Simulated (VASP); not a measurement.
Set up this calculation in VASP 6.6.1, as the native input.

```yaml
Task: single point
Functional: PBE
Potentials_or_basis: VASP PAW PBE potentials, release 64 (Ga_d, Se, S)
Cutoff: 500 eV
k_mesh: 3 × 3 × 2
Occupations: gaussian, width 0.15 eV
Spin: no spin polarisation
Dipole_correction: no
Further_INCAR_settings: ALGO = Normal; EDIFF = 1e-06; NBANDS = 34
```

The structure of Ga2SeS3 lies in POSCAR:

```
Ga2SeS3
1.0
    5.1597953276     -0.0000000031      0.0000000000
   -2.5798976611      4.4685138336      0.0000000000
    0.0000000000      0.0000000000      8.8460624783
Ga Se S
2 1 3
Direct
    0.3333333333      0.6666666667      0.5000000000
    0.6666666667      0.3333333333      0.5000000000
    0.0000000000      0.0000000000      0.0000000000
    0.0000000000      0.0000000000      0.7442906686
    0.0000000000      0.0000000000      0.2557093314
    0.0000000000      0.0000000000      0.5000000000
```

The cell was built from a structure type or drawn by symmetry, and may not be a known phase.

The input as run:

INCAR

```
PREC     = Accurate       # precision mode
ENCUT    = 500            # plane-wave cutoff, eV
EDIFF    = 1E-6           # SCF threshold, eV
ISMEAR   = 0              # smearing method
SIGMA    = 0.15           # smearing width, eV
LREAL    = F              # projectors in reciprocal space
LASPH    = T              # aspherical terms in the spheres
NELM     = 120            # most SCF steps
ALGO     = Normal         # electronic algorithm
ISIF     = 2              # what is computed and relaxed
LWAVE    = F              # write WAVECAR
LCHARG   = T              # write CHGCAR
GGA      = PE             # functional
LELF     = T              # ELF
LVHAR    = T            
NBANDS   = 34             # bands
GGA_COMPAT= F
```

KPOINTS

```
regular mesh
0
Gamma
  3 3 2
```

Potentials or basis: VASP PAW PBE potentials, release 64 (Ga_d, Se, S).

Run with:

```console
$ cat potpaw_PBE.64/Ga_d/POTCAR potpaw_PBE.64/Se/POTCAR potpaw_PBE.64/S/POTCAR > POTCAR
$ mpirun -np 1 vasp_std > vasp.out
```

It gave:

```json
{"Pressure": "0.0 GPa", "Largest force": "0.014 eV/Å", "Band gap on the k mesh": "zero (bands 25 and 26 overlap by 0.89 eV)"}
```

Caveat: the k points lie up to 0.47 Å⁻¹ apart, too coarse for converged energies and pressures of a metal.

It took 77 s on 1 thread of Intel(R) Xeon(R) Platinum 8559C (Emerald Rapids), on a shared host, peak memory 0.33 GiB.
